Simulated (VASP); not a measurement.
# Bi2Se3 in VASP: a series of runs

Bi2Se3 is run at these levels: PBE; tasks: single point.

All numbers are computed with VASP 6.6.1; they aren't measurements. Logs are shortened: lines on timing, memory, paths and dates and some standing lists are left out, and cuts for length are marked.

## Step 1: The cell of the first run

Symmetry: R-3m, No. 166, trigonal system. The conventional cell has a = 4.189 Å, b = 4.189 Å, c = 31.514 Å, α = 90.00°, β = 90.00°, γ = 120.00°. Bi (site symmetry 3m) has 6 Se at 2.88 to 3.11 Å within 3.8 Å. Within 4.3 Å of Se (site symmetry -3m) lie 6 Bi at 3.11 Å and 12 Se at 4.19 to 4.27 Å. Se (site symmetry 3m) has 3 Bi at 2.88 Å within 3.8 Å.

## Step 2: Single point, PBE

INCAR reads:

```
PREC     = Accurate       # precision mode
ENCUT    = 520            # plane-wave cutoff, eV
EDIFF    = 1E-6           # SCF threshold, eV
ISMEAR   = 0              # smearing method
SIGMA    = 0.02           # smearing width, eV
LREAL    = False          # projectors in reciprocal space
LASPH    = True           # aspherical terms in the spheres
NELM     = 60             # most SCF steps
ALGO     = Normal         # electronic algorithm
ISIF     = 2              # what is computed and relaxed
LWAVE    = False          # write WAVECAR
LCHARG   = True           # write CHGCAR
GGA      = PE             # functional
LELF     = True           # ELF
LVHAR    = True         
NBANDS   = 32             # bands
```

KPOINTS reads:

```
regular mesh
0
Gamma
  6 6 6
```

POSCAR reads:

```
Bi2Se3
1.0
    2.0945825475      1.2093077976     10.5046280472
   -2.0945825475      1.2093077976     10.5046280472
    0.0000000000     -2.4186155952     10.5046280472
Bi Se
2 3
Direct
    0.3952545117      0.3952545117      0.3952545117
    0.6047454883      0.6047454883      0.6047454883
    0.0000000000      0.0000000000      0.0000000000
    0.2218479355      0.2218479355      0.2218479355
    0.7781520645      0.7781520645      0.7781520645
```

Potentials or basis: VASP PAW PBE potentials, release 64 (Bi_d, Se).

Command:

```
> cat potpaw_PBE.64/Bi_d/POTCAR potpaw_PBE.64/Se/POTCAR > POTCAR
> mpirun -np 1 vasp_std > vasp.out
```

OUTCAR:

```text
PREC = Accurate
   ENCUT = 520
   EDIFF = 1E-6
   ISMEAR = 0
   LREAL = False
   LASPH = True
   NELM = 60
   ISIF = 2
   GGA = PE

 ion  position               nearest neighbor table
   1  0.395  0.395  0.395-   5 2.88   5 2.88   5 2.88   3 3.11   3 3.11   3 3.11
   2  0.605  0.605  0.605-   4 2.88   4 2.88   4 2.88   3 3.11   3 3.11   3 3.11
   3  0.000  0.000  0.000-   2 3.11   1 3.11   2 3.11   2 3.11   1 3.11   1 3.11
   4  0.222  0.222  0.222-   2 2.88   2 2.88   2 2.88
   5  0.778  0.778  0.778-   1 2.88   1 2.88   1 2.88

  LATTYP: Found a trigonal (rhomboedric) cell.
 ALAT       =    10.7794671393
 COS(alpha) =     0.9244854966

  Lattice vectors:

 A1 = (   2.0945825475,   1.2093077976,  10.5046280472)
 A2 = (  -2.0945825475,   1.2093077976,  10.5046280472)
 A3 = (   0.0000000000,  -2.4186155952,  10.5046280472)

Analysis of symmetry for initial positions (statically):
=====================================================================
 Subroutine PRICEL returns:
 Original cell was already a primitive cell.

 Routine SETGRP: Setting up the symmetry group for a
 trigonal (rhombohedral) supercell.

 Subroutine GETGRP returns: Found 12 space group operations
 (whereof 12 operations were pure point group operations)
 out of a pool of 12 trial point group operations.

The static configuration has the point symmetry D_3d.

Analysis of symmetry for dynamics (positions and initial velocities):
=====================================================================
 Subroutine PRICEL returns:
 Original cell was already a primitive cell.

 Routine SETGRP: Setting up the symmetry group for a
 trigonal (rhombohedral) supercell.

 Subroutine GETGRP returns: Found 12 space group operations
 (whereof 12 operations were pure point group operations)
 out of a pool of 12 trial point group operations.

The dynamic configuration has the point symmetry D_3d.

 Subroutine INISYM returns: Found 12 space group operations
 (whereof 12 operations are pure point group operations),
 and found     1 'primitive' translations

----------------------------------------------------------------------------------------

                                     Primitive cell

  volume of cell :     159.6490

  direct lattice vectors                    reciprocal lattice vectors
     2.094582547  1.209307798 10.504628047     0.238711050  0.137819889  0.031732045
    -2.094582547  1.209307798 10.504628047    -0.238711050  0.137819889  0.031732045
     0.000000000 -2.418615595 10.504628047     0.000000000 -0.275639778  0.031732045

  length of vectors
    10.779467139 10.779467139 10.779467139     0.277460286  0.277460286  0.277460286

  position of ions in fractional coordinates (direct lattice)
     0.395254512  0.395254512  0.395254512
     0.604745488  0.604745488  0.604745488
     0.000000000  0.000000000  0.000000000
     0.221847936  0.221847936  0.221847936
     0.778152064  0.778152064  0.778152064

  ion indices of the primitive-cell ions
   primitive index   ion index
                 1           1
                 2           2
                 3           3
                 4           4
                 5           5

----------------------------------------------------------------------------------------

 KPOINTS: regular mesh

Automatic generation of k-mesh.
 Grid dimensions read from file:
 generate k-points for:    6    6    6

 Generating k-lattice:

  Cartesian coordinates                     Fractional coordinates (reciprocal lattice)
     0.039785175  0.022969982  0.005288674     0.166666667  0.000000000  0.000000000
    -0.039785175  0.022969982  0.005288674     0.000000000  0.166666667  0.000000000
     0.000000000 -0.045939963  0.005288674     0.000000000  0.000000000  0.166666667

  Length of vectors
     0.046243381  0.046243381  0.046243381

  Shift w.r.t. Gamma in fractional coordinates (k-lattice)
     0.000000000  0.000000000  0.000000000

 Subroutine IBZKPT returns following result:
 ===========================================

 Found     32 irreducible k-points:

 Following reciprocal coordinates:
            Coordinates               Weight
  0.000000  0.000000  0.000000      1.000000
  0.166667  0.000000 -0.000000      6.000000
  0.333333  0.000000  0.000000      6.000000
  0.500000  0.000000  0.000000      3.000000
  0.166667  0.166667  0.000000      6.000000
  0.333333  0.166667  0.000000     12.000000
[... 16 lines left out ...]
  0.500000  0.500000  0.166667      6.000000
 -0.333333  0.500000  0.166667     12.000000
 [... further k-points ...]
   k-points           NKPTS =     32   k-points in BZ     NKDIM =     32   number of bands    NBANDS=     32
   number of dos      NEDOS =    301   number of ions     NIONS =      5
   total plane-waves  NPLWV = 512000
   dimension x,y,z NGX =    80 NGY =   80 NGZ =   80
   dimension x,y,z NGXF=   160 NGYF=  160 NGZF=  160
   ions per type =               2   3
[... 37 lines left out ...]
 non-spin polarized calculation
 Gauss-broadening in eV      SIGMA  =   0.02
  energy-cutoff  :      520.00
  volume of cell :      159.65
 maximum number of plane-waves:      4320
   NGX = 39   NGY = 39   NGZ = 39

 number of electron      48.0000001 magnetization

 Free energy of the ion-electron system (eV)
  ---------------------------------------------------
  ext. energy  EPLUGINS =         0.00000000
  ---------------------------------------------------
  free energy    TOTEN  =       -20.23555684 eV

  energy without entropy =      -20.23555684  energy(sigma->0) =      -20.23555684

 E-fermi :   3.4199     XC(G=0):  -8.8355

 val. band max:        3.3019305521   @ k =   0.5000   0.5000   0.3333
 cond. band min:       4.0046357313   @ k =   0.0000   0.0000   0.0000
 fundamental gap:      0.7027051792
 Fermi energy:         3.4198716804

 k-point     1 :       0.0000    0.0000    0.0000
  band No.  band energies     occupation
      1     -19.3577      2.00000
      2     -19.3577      2.00000
      3     -19.3564      2.00000
      4     -19.3564      2.00000
      5     -19.3536      2.00000
      6     -19.3515      2.00000
[... 24 lines left out ...]
     31       9.6591      0.00000
     32      10.0612      0.00000

 k-point     2 :       0.1667    0.0000   -0.0000
  band No.  band energies     occupation
      1     -19.3608      2.00000
      2     -19.3590      2.00000
      3     -19.3521      2.00000
      4     -19.3508      2.00000
      5     -19.3501      2.00000
      6     -19.3481      2.00000
[... 24 lines left out ...]
     31       9.1438      0.00000
     32       9.9777      0.00000

 k-point     3 :       0.3333    0.0000    0.0000
  band No.  band energies     occupation
      1     -19.3689      2.00000
      2     -19.3658      2.00000
      3     -19.3527      2.00000
      4     -19.3486      2.00000
      5     -19.3466      2.00000
      6     -19.3436      2.00000
[... 24 lines left out ...]
     31       8.2060      0.00000
     32      10.3657      0.00000

 k-point     4 :       0.5000    0.0000    0.0000
  band No.  band energies     occupation
      1     -19.3736      2.00000
      2     -19.3696      2.00000
      3     -19.3550      2.00000
      4     -19.3507      2.00000
      5     -19.3473      2.00000
      6     -19.3431      2.00000
[... 24 lines left out ...]
     31       8.0071      0.00000
     32      10.1934      0.00000

 k-point     5 :       0.1667    0.1667    0.0000
  band No.  band energies     occupation
      1     -19.3608      2.00000
      2     -19.3590      2.00000
      3     -19.3521      2.00000
      4     -19.3508      2.00000
      5     -19.3501      2.00000
      6     -19.3482      2.00000
[... 584 lines left out ...]
     31       8.7329      0.00000
     32      10.0061      0.00000

 k-point    22 :      -0.1667    0.3333    0.1667
  band No.  band energies     occupation
      1     -19.3676      2.00000
      2     -19.3645      2.00000
      3     -19.3517      2.00000
      4     -19.3503      2.00000
      5     -19.3479      2.00000
      6     -19.3457      2.00000
[... 24 lines left out ...]
     31       8.5954      0.00000
     32      10.5680      0.00000

 k-point    23 :       0.5000    0.5000    0.1667
  band No.  band energies     occupation
      1     -19.3689      2.00000
      2     -19.3658      2.00000
      3     -19.3527      2.00000
      4     -19.3486      2.00000
      5     -19.3466      2.00000
      6     -19.3436      2.00000
[... 24 lines left out ...]
     31       8.2376      0.00000
     32      10.0531      0.00000

 k-point    24 :      -0.3333    0.5000    0.1667
  band No.  band energies     occupation
      1     -19.3676      2.00000
      2     -19.3645      2.00000
      3     -19.3517      2.00000
      4     -19.3503      2.00000
      5     -19.3479      2.00000
      6     -19.3457      2.00000
[... 24 lines left out ...]
     31       8.6422      0.00000
     32      10.2180      0.00000

 [... further k-points ...]
[... 5 lines left out ...]
  --------------------------------------------------------------------------------------
  -------------------------------------------------------------------------------------
  Total       -0.0167926     -0.0167926      0.0172082     -0.0000000      0.0000000      0.0000000
  in kB       -0.1685247     -0.1685247      0.1726947     -0.0000000      0.0000000      0.0000000
  external PRESSURE =      -0.0547849 kB  Pullay stress =       0.0000000 kB

 VOLUME and BASIS-vectors are now :
 -----------------------------------------------------------------------------
  energy-cutoff  :      520.00
  volume of cell :      159.65
      direct lattice vectors                 reciprocal lattice vectors
     2.094582547  1.209307798 10.504628047     0.238711050  0.137819889  0.031732045
    -2.094582547  1.209307798 10.504628047    -0.238711050  0.137819889  0.031732045
     0.000000000 -2.418615595 10.504628047     0.000000000 -0.275639778  0.031732045

 POSITION                                       TOTAL-FORCE (eV/Angst)
 -----------------------------------------------------------------------------------
      0.00000      0.00000     12.45600         0.000000     -0.000000     -0.039247
      0.00000      0.00000     19.05788         0.000000      0.000000      0.039247
      0.00000      0.00000      0.00000         0.000000      0.000000      0.000000
      0.00000      0.00000      6.99129         0.000000      0.000000     -0.031198
      0.00000      0.00000     24.52259         0.000000     -0.000000      0.031198
 -----------------------------------------------------------------------------------
    total drift:                               -0.000000     -0.000000      0.000000

  FREE ENERGIE OF THE ION-ELECTRON SYSTEM (eV)
  ---------------------------------------------------
  free  energy   TOTEN  =       -20.2355568448 eV

  energy  without entropy=      -20.2355568448  energy(sigma->0) =      -20.23555684
```

It took 12 min on 1 thread of Intel Xeon Platinum 8259CL at 2.50GHz (Skylake/Cascade Lake), shared host; peak memory 0.92 GiB.

What came out:

- Free energy: -20.2356 eV
- Pressure: 0.0 GPa
- Largest force: 0.039 eV/Å
- Band gap on the k mesh: 0.70 eV (least direct gap 0.75 eV)

Forces in eV/Å, atoms in the order of the input:
```
Bi   0.000  0.000 -0.039
Bi   0.000  0.000  0.039
Se   0.000  0.000  0.000
Se   0.000  0.000 -0.031
Se   0.000  0.000  0.031
```

Caveat: spin-orbit coupling is left out, which moves the levels of the heavy elements. A k mesh can miss the band edges.

## Step 3: Single point, PBE (uniaxial strain along c: -2.0 %, then relaxed in part)

INCAR reads:

```
  PREC = Accurate
  ENCUT = 520
  EDIFF = 1E-7
  ISMEAR = 0
  SIGMA = 0.02
  LREAL = False
  LASPH = True
  NELM = 80
  ALGO = Normal
  ISIF = 2
  LWAVE = False
  LCHARG = False
  GGA = PE
  NBANDS = 32
```

KPOINTS is that of step 2.

POSCAR reads:

```
Bi2Se3
1.0
    2.0950141353      1.1977084905     10.2732583384
   -2.0950141353      1.1977084905     10.2732583384
    0.0000000000     -2.4378389981     10.2787380120
Bi Se
2 3
Direct
    0.3968819410      0.3968819410      0.3954872136
    0.6031180590      0.6031180590      0.6045127864
    0.0000000000      0.0000000000      0.0000000000
    0.2186382731      0.2186382731      0.2213256115
    0.7813617269      0.7813617269      0.7786743885
```

Potentials or basis: VASP PAW PBE potentials, release 64 (Bi_d, Se).

Command:

```
> cat potpaw_PBE.64/Bi_d/POTCAR potpaw_PBE.64/Se/POTCAR > POTCAR
> mpirun -np 1 vasp_std > vasp.out
```

Wall time 25 min (1 thread of Intel Xeon Platinum 8259CL at 2.50GHz (Skylake/Cascade Lake), shared host); peak memory 1 GiB.

Results (log left out):

```yaml
Free_energy: -20.2350 eV
Pressure: 0.0 GPa
Largest_force: 0.010 eV/Å
Band_gap_on_the_k_mesh: 0.62 eV
```

Forces in eV/Å, atoms in the order of the input:
```
Bi   0.000  0.000 -0.007
Bi   0.000  0.000  0.007
Se   0.000  0.000  0.000
Se   0.000  0.000 -0.010
Se   0.000  0.000  0.010
```

Stress tensor (GPa, compression positive):
```
-0.02  0.00  0.00
 0.00 -0.10  0.01
 0.00  0.01  0.09
```

Levels at points of the mesh, in eV from the valence-band top:
```csv
k point,band 22,band 23,band 24,band 25,band 26,band 27
"(0.00, 0.00, 0.00)",-0.78,-0.78,0.00,0.62,1.90,1.91
"(0.50, 0.00, 0.00)",-1.32,-0.86,-0.44,1.34,2.52,3.16
"(0.50, 0.50, 0.00)",-1.13,-0.99,-0.78,1.68,2.45,2.80
"(0.00, 0.00, 0.50)",-1.32,-0.85,-0.43,1.36,2.54,3.16
"(0.50, 0.00, 0.50)",-1.15,-1.00,-0.78,1.68,2.45,2.79
"(0.50, 0.50, 0.50)",-0.84,-0.83,-0.26,0.79,2.00,2.00
```

Caveat: the cell differs from its parent crystal (uniaxial strain along c: -2.0 %, then relaxed in part); spin-orbit coupling is left out, which moves the levels of the heavy elements. A k mesh can miss the band edges.

## Step 4: Single point, PBE (uniaxial strain along c: -2.0 %)

INCAR reads:

```
SYSTEM = Bi2Se3
  PREC = Accurate
  ENCUT = 520
  EDIFF = 1E-6
  ISMEAR = 0
  SIGMA = 0.02
  LREAL = .FALSE.
  LASPH = .TRUE.
  NELM = 80
  ALGO = Normal
  ISIF = 2
  LWAVE = .FALSE.
  LCHARG = .TRUE.
  GGA = PE
  LELF = .TRUE.
  LVHAR = .TRUE.
  NBANDS = 32
```

KPOINTS reads:

```
regular mesh
0
G
  6 6 6
  0 0 0
```

POSCAR reads:

```
Bi2Se3
1.0
    2.1050554602      1.2712537126     10.3143667805
   -2.1050554602      1.2712537126     10.3143667805
    0.0000000000     -2.3702432833     10.2945354863
Bi Se
2 3
Direct
    0.3952545117      0.3952545117      0.3952545117
    0.6047454883      0.6047454883      0.6047454883
    0.0000000000      0.0000000000      0.0000000000
    0.2218479355      0.2218479355      0.2218479355
    0.7781520645      0.7781520645      0.7781520645
```

Command:

```
> cat potpaw_PBE.64/Bi_d/POTCAR potpaw_PBE.64/Se/POTCAR > POTCAR
> mpirun -np 1 vasp_std > vasp.out
```

Wall time 26 min (1 thread of Intel Xeon Platinum 8259CL at 2.50GHz (Skylake/Cascade Lake), shared host); peak memory 1.1 GiB.

The run converged. Its results:

```
Free energy            : -20.2236 eV
Pressure               : 0.5 GPa
Largest force          : 0.195 eV/Å
Band gap on the k mesh : 0.61 eV (least direct gap 0.66 eV)
```

Forces on the atoms (eV/Å):
```
Bi   0.000  0.033 -0.042
Bi   0.000 -0.033  0.042
Se   0.000  0.000  0.000
Se   0.000  0.088 -0.174
Se   0.000 -0.088  0.174
```

Stress tensor (GPa, compression positive):
```
 0.41  0.00  0.00
 0.00  0.00 -0.50
 0.00 -0.50  1.02
```

Levels at points of the mesh, in eV from the valence-band top:
```tsv
k point	band 22	band 23	band 24	band 25	band 26	band 27
(0.00, 0.00, 0.00)	-0.80	-0.79	-0.05	0.61	1.90	1.96
(0.50, 0.00, 0.00)	-1.15	-0.84	-0.42	1.44	2.67	3.33
(0.50, 0.50, 0.00)	-1.06	-0.96	-0.72	1.71	2.60	2.88
(0.00, 0.00, 0.50)	-1.18	-0.86	-0.43	1.41	2.66	3.24
(0.50, 0.00, 0.50)	-1.04	-0.94	-0.67	1.73	2.68	2.88
(0.50, 0.50, 0.50)	-0.84	-0.83	-0.23	0.72	1.98	2.04
```

Caveat: the cell differs from its parent crystal (uniaxial strain along c: -2.0 %); spin-orbit coupling is left out, which moves the levels of the heavy elements.

## Step 5: Single point, PBE (biaxial strain in the a-b plane: +2.0 %)

INCAR reads:

```
SYSTEM = Bi2Se3
PREC = Accurate
ENCUT = 520
EDIFF = 1E-6
ISMEAR = 0
SIGMA = 0.02
LREAL = .False.
LASPH = .True.
NELM = 100
ALGO = Normal
ISIF = 2
LWAVE = .False.
LCHARG = .False.
GGA = PE
NBANDS = 32
```

KPOINTS reads:

```
Automatic mesh
0
Gamma
  6 6 6
  0 0 0
```

POSCAR reads:

```
Bi2Se3
1.0
    2.1364741890      1.2334939481     10.7147209639
   -2.1364741890      1.2334939481     10.7147209639
    0.0000000000     -2.3524128053     10.7015309161
Bi Se
2 3
Direct
    0.3952545098      0.3952545098      0.3952545098
    0.6047454902      0.6047454902      0.6047454902
    0.0000000000      0.0000000000      0.0000000000
    0.2218479386      0.2218479386      0.2218479386
    0.7781520614      0.7781520614      0.7781520614
```

Command:

```
> cat potpaw_PBE.64/Bi_d/POTCAR potpaw_PBE.64/Se/POTCAR > POTCAR
> mpirun -np 1 vasp_std > vasp.out
```

It took 35 min on 1 thread of Intel Xeon Platinum 8488C (Sapphire Rapids), shared host; peak memory 1.2 GiB.

It converged, with:

| Quantity | Value |
| --- | --- |
| Free energy | -20.2033 eV |
| Pressure | -1.3 GPa |
| Largest force | 0.234 eV/Å |
| Band gap on the k mesh | 0.73 eV (least direct gap 0.78 eV) |

Forces on the atoms (eV/Å):
```
Bi   0.000 -0.012  0.024
Bi   0.000  0.012 -0.024
Se   0.000  0.000  0.000
Se   0.000 -0.047  0.229
Se   0.000  0.047 -0.229
```

Stress tensor (GPa, compression positive):
```
-1.97  0.00  0.00
 0.00 -0.35  0.29
 0.00  0.29 -1.61
```

Levels at points of the mesh, in eV from the valence-band top:
| k point | band 22 | band 23 | band 24 | band 25 | band 26 | band 27 |
| --- | --- | --- | --- | --- | --- | --- |
| (0.00, 0.00, 0.00) | -0.68 | -0.58 | -0.05 | 0.73 | 1.95 | 2.11 |
| (0.50, 0.00, 0.00) | -1.19 | -0.70 | -0.41 | 1.51 | 2.64 | 2.98 |
| (0.50, 0.50, 0.00) | -1.05 | -0.93 | -0.83 | 1.55 | 2.46 | 2.64 |
| (0.00, 0.00, 0.50) | -1.19 | -0.85 | -0.56 | 1.29 | 2.46 | 2.99 |
| (0.50, 0.00, 0.50) | -0.99 | -0.79 | -0.74 | 1.74 | 2.47 | 2.81 |
| (0.50, 0.50, 0.50) | -0.71 | -0.58 | -0.34 | 0.86 | 2.01 | 2.17 |

Caveat: the cell differs from its parent crystal (biaxial strain in the a-b plane: +2.0 %); spin-orbit coupling is left out, which moves the levels of the heavy elements.

## Step 6: Summary

| cell | gap on the mesh (eV) | pressure (GPa) | largest force (eV/Å) |
| --- | --- | --- | --- |
| a = 10.779 Å, angles 22.4°, 5 atoms, atomic positions A | 0.70 | 0.0 | 0.04 |
| a = 10.553, b = 10.553, c = 10.564 Å, angles 22.9°, 5 atoms, atomic positions B | 0.62 | 0.0 | 0.01 |
| a = 10.603, b = 10.603, c = 10.564 Å, angles 22.9°, 5 atoms, atomic positions A | 0.61 | 0.5 | 0.19 |
| a = 10.995, b = 10.995, c = 10.957 Å, angles 21.9, 21.9, 22.4°, 5 atoms, atomic positions A | 0.73 | -1.3 | 0.23 |

Alike in all rows: task single point; level PBE; potentials or basis VASP PAW PBE potentials, release 64 (Bi_d, Se); no spin polarisation; k mesh 6 × 6 × 6; cutoff (eV) 520; smearing gaussian 0.02 eV.

Caveats: spin-orbit coupling is left out, which moves the levels of the heavy elements.

Absolute energies hang on the potentials; compare differences alone.
